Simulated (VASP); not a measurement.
# PbSe (rocksalt type) (Fm-3m) in VASP: single point with PBE

Aim: the single point of PbSe (rocksalt type) with PBE.

Everything below comes from runs of VASP 6.6.1. Logs are shortened: lines on timing, memory, paths and dates and some standing lists are left out, and cuts for length are marked.

**1. The cell of the first run**

It takes space group Fm-3m (No. 225, cubic). Conventional cell: a = 6.318 Å, b = 6.318 Å, c = 6.318 Å, α = 90.00°, β = 90.00°, γ = 90.00°. Pb (site symmetry m-3m) has 6 Se at 3.16 Å within 4.2 Å. Within 4.2 Å of Se (site symmetry m-3m) lie 6 Pb at 3.16 Å.

**2. Single point, PBE (31.52 Å³/atom)**

File INCAR:

```
SYSTEM = PbSe
ALGO = Normal
EDIFF = 1E-7
ENCUT = 520
GGA = PE
ISIF = 2
ISMEAR = -1
LASPH = .TRUE.
LCHARG = .TRUE.
LELF = .TRUE.
LREAL = .FALSE.
LVHAR = .TRUE.
LWAVE = .FALSE.
NBANDS = 17
NELM = 100
PREC = Accurate
SIGMA = 0.03
```

File KPOINTS:

```
k-points
0
G
  10 10 10
  0 0 0
```

File POSCAR:

```
PbSe
1.0
    0.0000000000      3.1589205074      3.1589205074
    3.1589205074      0.0000000000      3.1589205074
    3.1589205074      3.1589205074      0.0000000000
Pb Se
1 1
Direct
    0.0000000000      0.0000000000      0.0000000000
    0.5000000000      0.5000000000      0.5000000000
```

Potentials or basis: VASP PAW PBE potentials, release 64 (Pb_d, Se).

On the command line:

```sh
$ cat potpaw_PBE.64/Pb_d/POTCAR potpaw_PBE.64/Se/POTCAR > POTCAR
$ mpirun -np 1 vasp_std > vasp.out
```

OUTCAR:

```text
SYSTEM = PbSe
   EDIFF = 1E-7
   ENCUT = 520
   GGA = PE
   ISIF = 2
   ISMEAR = -1
   LASPH = .TRUE.
   LREAL = .FALSE.
   NELM = 100
   PREC = Accurate

 ion  position               nearest neighbor table
   1  0.000  0.000  0.000-   2 3.16   2 3.16   2 3.16   2 3.16   2 3.16   2 3.16
   2  0.500  0.500  0.500-   1 3.16   1 3.16   1 3.16   1 3.16   1 3.16   1 3.16

  LATTYP: Found a face centered cubic cell.
 ALAT       =     6.3178410148

  Lattice vectors:

 A1 = (   0.0000000000,   3.1589205074,   3.1589205074)
 A2 = (   3.1589205074,   0.0000000000,   3.1589205074)
 A3 = (   3.1589205074,   3.1589205074,   0.0000000000)

Analysis of symmetry for initial positions (statically):
=====================================================================
 Subroutine PRICEL returns:
 Original cell was already a primitive cell.

 Routine SETGRP: Setting up the symmetry group for a
 face centered cubic supercell.

 Subroutine GETGRP returns: Found 48 space group operations
 (whereof 48 operations were pure point group operations)
 out of a pool of 48 trial point group operations.

The static configuration has the point symmetry O_h .

Analysis of symmetry for dynamics (positions and initial velocities):
=====================================================================
 Subroutine PRICEL returns:
 Original cell was already a primitive cell.

 Routine SETGRP: Setting up the symmetry group for a
 face centered cubic supercell.

 Subroutine GETGRP returns: Found 48 space group operations
 (whereof 48 operations were pure point group operations)
 out of a pool of 48 trial point group operations.

The dynamic configuration has the point symmetry O_h .

 Subroutine INISYM returns: Found 48 space group operations
 (whereof 48 operations are pure point group operations),
 and found     1 'primitive' translations

----------------------------------------------------------------------------------------

                                     Primitive cell

  volume of cell :      63.0443

  direct lattice vectors                    reciprocal lattice vectors
     0.000000000  3.158920507  3.158920507    -0.158281919  0.158281919  0.158281919
     3.158920507  0.000000000  3.158920507     0.158281919 -0.158281919  0.158281919
     3.158920507  3.158920507  0.000000000     0.158281919  0.158281919 -0.158281919

  length of vectors
     4.467388224  4.467388224  4.467388224     0.274152326  0.274152326  0.274152326

  position of ions in fractional coordinates (direct lattice)
     0.000000000  0.000000000  0.000000000
     0.500000000  0.500000000  0.500000000

  ion indices of the primitive-cell ions
   primitive index   ion index
                 1           1
                 2           2

----------------------------------------------------------------------------------------

 KPOINTS: k-points

Automatic generation of k-mesh.
 Grid dimensions read from file:
 generate k-points for:   10   10   10

 Generating k-lattice:

  Cartesian coordinates                     Fractional coordinates (reciprocal lattice)
    -0.015828192  0.015828192  0.015828192     0.100000000  0.000000000  0.000000000
     0.015828192 -0.015828192  0.015828192     0.000000000  0.100000000  0.000000000
     0.015828192  0.015828192 -0.015828192     0.000000000  0.000000000  0.100000000

  Length of vectors
     0.027415233  0.027415233  0.027415233

  Shift w.r.t. Gamma in fractional coordinates (k-lattice)
     0.000000000  0.000000000  0.000000000

 Subroutine IBZKPT returns following result:
 ===========================================

 Found     47 irreducible k-points:

 Following reciprocal coordinates:
            Coordinates               Weight
  0.000000  0.000000  0.000000      1.000000
  0.100000  0.000000  0.000000      8.000000
  0.200000  0.000000  0.000000      8.000000
  0.300000  0.000000  0.000000      8.000000
  0.400000  0.000000  0.000000      8.000000
  0.500000  0.000000  0.000000      4.000000
[... 16 lines left out ...]
  0.300000  0.300000  0.000000      6.000000
  0.400000  0.300000  0.000000     24.000000
 [... further k-points ...]
   k-points           NKPTS =     47   k-points in BZ     NKDIM =     47   number of bands    NBANDS=     17
   number of dos      NEDOS =    301   number of ions     NIONS =      2
   total plane-waves  NPLWV =  46656
   dimension x,y,z NGX =    36 NGY =   36 NGZ =   36
   dimension x,y,z NGXF=    72 NGYF=   72 NGZF=   72
   ions per type =               1   1
   NGX,Y,Z   is equivalent  to a cutoff of  13.40, 13.40, 13.40 a.u.
   NGXF,Y,Z  is equivalent  to a cutoff of  26.79, 26.79, 26.79 a.u.
 SYSTEM =  PbSe
   PREC   = accura    normal or accurate (medium, high low for compatibility)
   ISTART =      0    job   : 0-new  1-cont  2-samecut
   ICHARG =      2    charge: 1-file 2-atom 10-const
   ISPIN  =      1    spin polarized calculation?
   LNONCOLLINEAR =      F non collinear calculations
   LSORBIT =      F    spin-orbit coupling
   LASPH  =      T    aspherical Exc in radial PAW
   ENCUT  =  520.0 eV  38.22 Ry    6.18 a.u.   8.31  8.31  8.31*2*pi/ulx,y,z
   NELM   =    100;   NELMIN=  2; NELMDL= -5     # of ELM steps
   EDIFF  = 0.1E-06   stopping-criterion for ELM
   LREAL  =      F    real-space projection
   EDIFFG = 0.1E-05   stopping-criterion for IOM
   NSW    =      0    number of steps for IOM
   IBRION =     -1    ionic relax: 0-MD 1-quasi-New 2-CG
   NFREE  =      0    steps in history (QN), initial steepest desc. (CG)
   ISIF   =      2    stress and relaxation
   ISYM   =      2    0-nonsym 1-usesym 2-fastsym
   POTIM  = 0.5000    time-step for ionic-motion
   TEBEG  =    0.0;   TEEND  =   0.0 temperature during run
   PSTRESS=    0.0 pullay stress
   NELECT =      20.0000    total number of electrons
   NUPDOWN=      -1.0000    fix difference up-down
   EMIN   =  10.00;   EMAX   =-10.00  energy-range for DOS
   EFERMI =   0.00;   METHOD = LEGACY
   ISMEAR =    -1;   SIGMA  =   0.03  broadening in eV -4-tet -1-fermi 0-gaus
   EFERMI_NEDOS =   21; number of points for ismear=-14 and -15
   IALGO  =     38    algorithm
   IMIX   =      4    mixing-type and parameters
     AMIX     =   0.40;   BMIX     =  1.00
     AMIX_MAG =   1.60;   BMIX_MAG =  1.00
  volume/ion in A,a.u.               =      31.52       212.72
  Fermi-wavevector in a.u.,A,eV,Ry     =   1.116528  2.109931 16.961484  1.246634
  Thomas-Fermi vector in A             =   2.253142
   LORBIT       =      0    0 simple, 1 ext, 2 COOP (PROOUT), +10 PAW based schemes
   GGA     = PE    functional components
   LHFCALC =     F    Hartree Fock is set to
   AEXX    =    0.0000 exact exchange contribution
   IVDW    =     0    specifies the selected vdW correction
   LEPSILON=     F    determine dielectric tensor
   LRPA    =     F    only Hartree local field effects (RPA)
 non-spin polarized calculation
  energy-cutoff  :      520.00
  volume of cell :       63.04
 maximum number of plane-waves:      1719
 NGX is ok and might be reduce to    36
   NGX = 17   NGY = 17   NGZ = 17

 number of electron      19.9999998 magnetization

 Free energy of the ion-electron system (eV)
  ---------------------------------------------------
  ext. energy  EPLUGINS =         0.00000000
  ---------------------------------------------------
  free energy    TOTEN  =        -8.17934190 eV

  energy without entropy =       -8.17934150  energy(sigma->0) =       -8.17934170

 E-fermi :   4.1769     XC(G=0):  -9.0994

 val. band max:        3.8937377648   @ k =   0.5000   0.0000   0.0000
 cond. band min:       4.4599756485   @ k =   0.5000   0.0000   0.0000
 fundamental gap:      0.5662378837
 Fermi energy:         4.1768692498

 k-point     1 :       0.0000    0.0000    0.0000
  band No.  band energies     occupation
      1     -12.7612      2.00000
      2     -12.7612      2.00000
      3     -12.7612      2.00000
      4     -12.7532      2.00000
      5     -12.7532      2.00000
      6      -8.8894      2.00000
[... 9 lines left out ...]
     16      10.6607      0.00000
     17      11.8175      0.00000

 k-point     2 :       0.1000    0.0000    0.0000
  band No.  band energies     occupation
      1     -12.7609      2.00000
      2     -12.7601      2.00000
      3     -12.7601      2.00000
      4     -12.7537      2.00000
      5     -12.7537      2.00000
      6      -8.8256      2.00000
[... 9 lines left out ...]
     16      10.8649      0.00000
     17      12.5432      0.00000

 k-point     3 :       0.2000    0.0000    0.0000
  band No.  band energies     occupation
      1     -12.7610      2.00000
      2     -12.7610      2.00000
      3     -12.7600      2.00000
      4     -12.7510      2.00000
      5     -12.7510      2.00000
      6      -8.6457      2.00000
[... 9 lines left out ...]
     16      11.4054      0.00000
     17      13.9449      0.00000

 k-point     4 :       0.3000    0.0000    0.0000
  band No.  band energies     occupation
      1     -12.7651      2.00000
      2     -12.7651      2.00000
      3     -12.7590      2.00000
      4     -12.7447      2.00000
      5     -12.7447      2.00000
      6      -8.3895      2.00000
[... 9 lines left out ...]
     16      12.2345      0.00000
     17      15.1834      0.00000

 k-point     5 :       0.4000    0.0000    0.0000
  band No.  band energies     occupation
      1     -12.7687      2.00000
      2     -12.7687      2.00000
      3     -12.7583      2.00000
      4     -12.7392      2.00000
      5     -12.7392      2.00000
      6      -8.1420      2.00000
[... 9 lines left out ...]
     16      13.2988      0.00000
     17      14.7482      0.00000

 k-point     6 :       0.5000    0.0000    0.0000
  band No.  band energies     occupation
      1     -12.7702      2.00000
      2     -12.7702      2.00000
      3     -12.7581      2.00000
      4     -12.7371      2.00000
      5     -12.7371      2.00000
      6      -8.0336      2.00000
[... 9 lines left out ...]
     16      14.1500      0.00000
     17      14.1500      0.00000

 k-point     7 :       0.1000    0.1000    0.0000
  band No.  band energies     occupation
      1     -12.7624      2.00000
      2     -12.7585      2.00000
      3     -12.7585      2.00000
      4     -12.7570      2.00000
      5     -12.7520      2.00000
      6      -8.8041      2.00000
[... 9 lines left out ...]
     16      11.2394      0.00000
     17      12.2526      0.00000

 k-point     8 :       0.2000    0.1000    0.0000
  band No.  band energies     occupation
      1     -12.7630      2.00000
      2     -12.7617      2.00000
      3     -12.7571      2.00000
      4     -12.7545      2.00000
      5     -12.7493      2.00000
      6      -8.6622      2.00000
[... 9 lines left out ...]
     16      11.8520      0.00000
     17      13.1128      0.00000
[... 203 lines left out ...]
      1     -12.7874      2.00000
      2     -12.7591      2.00000
      3     -12.7578      2.00000
      4     -12.7435      2.00000
      5     -12.7357      2.00000
      6      -7.9544      2.00000
[... 9 lines left out ...]
     16      14.4708      0.00000
     17      14.7825      0.00000

 k-point    20 :      -0.4000    0.2000    0.0000
  band No.  band energies     occupation
      1     -12.7836      2.00000
      2     -12.7619      2.00000
      3     -12.7536      2.00000
      4     -12.7445      2.00000
      5     -12.7385      2.00000
      6      -7.9268      2.00000
[... 9 lines left out ...]
     16      13.3116      0.00000
     17      15.3383      0.00000

 k-point    21 :      -0.3000    0.2000    0.0000
  band No.  band energies     occupation
      1     -12.7761      2.00000
      2     -12.7628      2.00000
      3     -12.7541      2.00000
      4     -12.7443      2.00000
      5     -12.7439      2.00000
      6      -8.0716      2.00000
[... 9 lines left out ...]
     16      13.4213      0.00000
     17      14.4823      0.00000

 k-point    22 :      -0.2000    0.2000    0.0000
  band No.  band energies     occupation
      1     -12.7680      2.00000
      2     -12.7622      2.00000
      3     -12.7573      2.00000
      4     -12.7502      2.00000
      5     -12.7436      2.00000
      6      -8.3021      2.00000
[... 9 lines left out ...]
     16      13.2762      0.00000
     17      14.0116      0.00000

 k-point    23 :       0.3000    0.3000    0.0000
  band No.  band energies     occupation
      1     -12.7941      2.00000
      2     -12.7690      2.00000
      3     -12.7447      2.00000
      4     -12.7416      2.00000
      5     -12.7416      2.00000
      6      -8.2226      2.00000
[... 9 lines left out ...]
     16      13.8976      0.00000
     17      14.3727      0.00000

 k-point    24 :       0.4000    0.3000    0.0000
  band No.  band energies     occupation
      1     -12.8040      2.00000
      2     -12.7688      2.00000
      3     -12.7461      2.00000
      4     -12.7383      2.00000
      5     -12.7361      2.00000
      6      -8.0360      2.00000
[... 9 lines left out ...]
     16      14.5473      0.00000
     17      15.2488      0.00000

 [... further k-points ...]

------------------------ aborting loop because EDIFF is reached ----------------------------------------

  FORCE on cell =-STRESS in cart. coord.  units (eV):
  Direction    XX          YY          ZZ          XY          YZ          ZX
  --------------------------------------------------------------------------------------
  -------------------------------------------------------------------------------------
  Total       -0.7974874     -0.7974874     -0.7974874      0.0000000      0.0000000      0.0000000
  in kB      -20.2669477    -20.2669477    -20.2669477      0.0000000      0.0000000      0.0000000
  external PRESSURE =     -20.2669477 kB  Pullay stress =       0.0000000 kB

 VOLUME and BASIS-vectors are now :
 -----------------------------------------------------------------------------
  energy-cutoff  :      520.00
  volume of cell :       63.04
      direct lattice vectors                 reciprocal lattice vectors
     0.000000000  3.158920507  3.158920507    -0.158281919  0.158281919  0.158281919
     3.158920507  0.000000000  3.158920507     0.158281919 -0.158281919  0.158281919
     3.158920507  3.158920507  0.000000000     0.158281919  0.158281919 -0.158281919

 POSITION                                       TOTAL-FORCE (eV/Angst)
 -----------------------------------------------------------------------------------
      0.00000      0.00000      0.00000        -0.000000      0.000000      0.000000
      3.15892      3.15892      3.15892         0.000000      0.000000     -0.000000
 -----------------------------------------------------------------------------------
    total drift:                                0.000000      0.000000      0.000000

  FREE ENERGIE OF THE ION-ELECTRON SYSTEM (eV)
  ---------------------------------------------------
  free  energy   TOTEN  =        -8.1793418985 eV

  energy  without entropy=       -8.1793414989  energy(sigma->0) =       -8.17934170
```

Run time: 85 s. Hardware: 1 thread of Intel Xeon 8259CL, shared host; peak memory 0.23 GiB.

Results:

| Item | Value |
| --- | --- |
| Free energy | -8.1793 eV |
| Pressure | -2.0 GPa |
| Band gap on the k mesh | 0.57 eV |

Levels at points of the mesh, in eV from the valence-band top:
```tsv
k point	band 8	band 9	band 10	band 11	band 12	band 13
(0.00, 0.00, 0.00)	-1.41	-1.41	-1.41	4.55	4.55	4.55
(0.50, 0.00, 0.00)	-1.06	-1.06	0.00	0.57	1.93	1.93
(0.50, 0.50, 0.00)	-4.17	-2.61	-2.61	4.14	5.31	5.31
```

Caveat: spin-orbit coupling is left out, which moves the levels of the heavy elements.
